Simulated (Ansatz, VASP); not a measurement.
**Two plane-wave programs on ZrO2**

Contents of INCAR:

```
SYSTEM = ZrO2
ALGO = Normal
EDIFF = 1E-6
ENCUT = 600
GGA = PE
GGA_COMPAT = .FALSE.
ISIF = 2
ISMEAR = 0
LASPH = .TRUE.
LCHARG = .FALSE.
LREAL = .FALSE.
LWAVE = .FALSE.
NBANDS = 33
NELM = 120
PREC = Accurate
SIGMA = 0.1
```

Contents of KPOINTS:

```
k-points
0
G
  6 6 6
  0 0 0
```

Contents of POSCAR:

```
ZrO2
1.0
    0.0000000000     -2.5579477472     -2.5579477472
   -2.5579477472      0.0000000000     -2.5579477472
    2.5579477472      2.5579477472     -5.1158954944
Zr O
2 4
Direct
    0.0000000000      0.0000000000      0.0000000000
    0.5000000000      0.5000000000      0.5000000000
    0.6250000000      0.6250000000      0.1250000000
    0.1250000000      0.1250000000      0.6250000000
    0.8750000000      0.8750000000      0.3750000000
    0.3750000000      0.3750000000      0.8750000000
```

Input for Ansatz:

```yaml
crystal:
  lattice:
    - [0.0, -2.5579477472, -2.5579477472]
    - [-2.5579477472, 0.0, -2.5579477472]
    - [2.5579477472, 2.5579477472, -5.1158954944]
  atoms:
    - { symbol: Zr, position: [0.0, 0.0, 0.0] }
    - { symbol: Zr, position: [0.5, 0.5, 0.5] }
    - { symbol: O, position: [0.625, 0.625, 0.125] }
    - { symbol: O, position: [0.125, 0.125, 0.625] }
    - { symbol: O, position: [0.875, 0.875, 0.375] }
    - { symbol: O, position: [0.375, 0.375, 0.875] }
basis:
  ecutwfc: 420
kpoints:
  mp_grid: { grid: [6, 6, 6] }
hamiltonian:
  xc: pbe
scf:
  occupations: { method: gaussian, width: 0.1 }
output:
  forces: true
  stress: true
  eigenvalues: true
```

Alike in both runs: task single point; functional PBE; k mesh 6 × 6 × 6; occupations gaussian, width 0.1 eV; no spin polarisation.

|  | VASP | Ansatz |
| --- | --- | --- |
| version | VASP 6.6.1 | Ansatz 0.2.0 |
| potentials or method | VASP PAW PBE potentials, release 64 (Zr_sv, O), cutoff 600 eV | scalar-relativistic, plane waves, PAW |
| valence electrons in the cell | 48 | 48 |

|  | VASP | Ansatz | Ansatz less VASP |
| --- | --- | --- | --- |
| gap on the k mesh at the Fermi level (eV) | 3.31 | 3.32 | +0.005 |
| least direct gap on the mesh (eV) | 3.74 | 3.75 | +0.004 |
| pressure (GPa) | 0.1 | 0.0 | -0.08 |

With one functional, cell and mesh, what is left measures potentials, basis and numerics.
